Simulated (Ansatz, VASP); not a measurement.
## One calculation of SiSb3, two programs

```
Sb Si
1.0
     6.36134    0.00000    0.00000
    -3.18067    5.50908    0.00000
     0.00000    0.00000    6.77937
Sb Si
6 2
Direct
  0.91213 0.24337 0.25000
  0.66877 0.91213 0.75000
  0.75663 0.66877 0.25000
  0.08787 0.75663 0.75000
  0.33123 0.08787 0.25000
  0.24337 0.33123 0.75000
  0.33333 0.66667 0.25000
  0.66667 0.33333 0.75000
```

Alike in both runs: functional PBE; k mesh 6 × 6 × 5; occupations gaussian, width 0.2864 eV; no spin polarisation.

Ansatz relaxed the structure, and its values are those at the end. VASP's run is a single point on that final structure, the one shown.

|  | VASP | Ansatz |
| --- | --- | --- |
| version | VASP 6.6.1 | Ansatz 0.2.0 |
| potentials or method | VASP PAW PBE potentials, release 64 (Sb, Si), cutoff 520 eV | PAW plane waves |
| valence electrons in the cell | 38 | 98 |

|  | VASP | Ansatz | Ansatz less VASP |
| --- | --- | --- | --- |
| pressure (GPa) | -2.9 | -2.9 | +0.01 |
| rms of the force components (eV/Å) | 0.009 | 0.001 | -0.0083 |

VASP's potentials hold 38 valence electrons a cell and Ansatz's 98, so a difference there can come from the potentials and not from the codes. Ansatz's warnings: stress scf threshold loose, structure snapped to symmetry.

Spin-orbit coupling is off throughout.
